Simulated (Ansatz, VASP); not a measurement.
## One calculation of Sc12H, two programs

```
CELL_PARAMETERS angstrom
6.62000 0.00000 0.00000
-4.96500 8.59963 0.00000
0.00000 0.00000 5.27614
ATOMIC_POSITIONS crystal
Sc 0.99990 0.99869 0.99649
Sc 0.16436 0.22017 0.49549
Sc 0.00095 0.33395 0.99585
Sc 0.16746 0.55389 0.49798
Sc 0.99993 0.66623 0.01405
Sc 0.16887 0.89112 0.49799
Sc 0.49937 0.99947 0.99685
Sc 0.66749 0.22201 0.49577
Sc 0.49997 0.33328 0.99489
Sc 0.66363 0.55369 0.49747
Sc 0.49921 0.66525 0.99608
Sc 0.66638 0.88848 0.49673
H 0.00022 0.66669 0.40174
```

Alike in both runs: functional PBE; dispersion D3(BJ); k mesh 3 × 2 × 3; occupations gaussian, width 0.15 eV; no spin polarisation.

Ansatz relaxed the structure, and its values are those at the end. VASP's run is a single point on that final structure, the one shown.

```csv
,VASP,Ansatz
version,VASP 6.6.1,Ansatz 0.2.0
potentials or method,"VASP PAW PBE potentials, release 64 (Sc_sv, H), cutoff 520 eV","scalar-relativistic, plane waves, PAW"
valence electrons in the cell,133,133
```

|  | VASP | Ansatz | Ansatz less VASP |
| --- | --- | --- | --- |
| rms of the force components (eV/Å) | 0.010 | 0.007 | -0.0032 |

The k mesh is coarse, so the values compare programs but aren't converged.
